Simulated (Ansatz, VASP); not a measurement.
# One calculation of Cd2O, two programs

Contents of INCAR:

```
ALGO = Normal ; EDIFF = 1E-6
ENCUT = 520 ; GGA = RE
ISIF = 2 ; ISMEAR = 1
LASPH = True ; LCHARG = True
LELF = True ; LREAL = False
LVHAR = True ; LWAVE = False
NBANDS = 22 ; NELM = 80
PREC = Accurate ; SIGMA = 0.0164
```

KPOINTS

```
k-points
0
Gamma
  6 6 6
```

POSCAR

```
Cd2O
1.0
    0.0000000000      2.7580520000      2.7580520000
    2.7580520000      0.0000000000      2.7580520000
    2.7580520000      2.7580520000      0.0000000000
Cd O
2 1
Direct
    0.2500000000      0.2500000000      0.2500000000
    0.7500000000      0.7500000000      0.7500000000
    0.5000000000      0.5000000000      0.5000000000
```

Input for Ansatz:

```yaml
crystal:
  lattice:
    - [0.0, 2.758052, 2.758052]
    - [2.758052, 0.0, 2.758052]
    - [2.758052, 2.758052, 0.0]
  atoms:
    - { symbol: Cd, position: [0.25, 0.25, 0.25] }
    - { symbol: Cd, position: [0.75, 0.75, 0.75] }
    - { symbol: O, position: [0.5, 0.5, 0.5] }
  symmetry: { tolerance: 0.0003 }
kpoints:
  mp_grid: { grid: [6, 6, 6], shift: [0, 0, 0] }
magnetization:
  spin_polarized: false
scf:
  occupations: { method: cold, width: 0.0164 }
  mixing: { preconditioner: none }
hamiltonian:
  pseudopotentials: { kind: paw }
  xc: revpbe
basis:
  ecutwfc: 420
output:
  forces: true
  stress: true
  eigenvalues: true
  write_density: true
  write_potential: true
  elf: true
  volumetric_format: npy
```

Alike in both runs: task single point; functional revPBE; k mesh 6 × 6 × 6; no spin polarisation.

|  | VASP | Ansatz |
| --- | --- | --- |
| version | VASP 6.6.1 | Ansatz 0.2.0 |
| potentials or method | VASP PAW PBE potentials, release 64 (Cd, O), cutoff 520 eV | PAW plane waves |
| occupations | methfessel-paxton of order 1, width 0.0164 eV | cold, width 0.0164 eV |
| valence electrons in the cell | 30 | 46 |

```csv
,VASP,Ansatz,Ansatz less VASP
gap on the k mesh at the Fermi level (eV),0.43,0.40,-0.033
```

VASP's potentials were made for PBE, not for revPBE. VASP's potentials hold 30 valence electrons a cell and Ansatz's 46, so a difference there can come from the potentials and not from the codes.
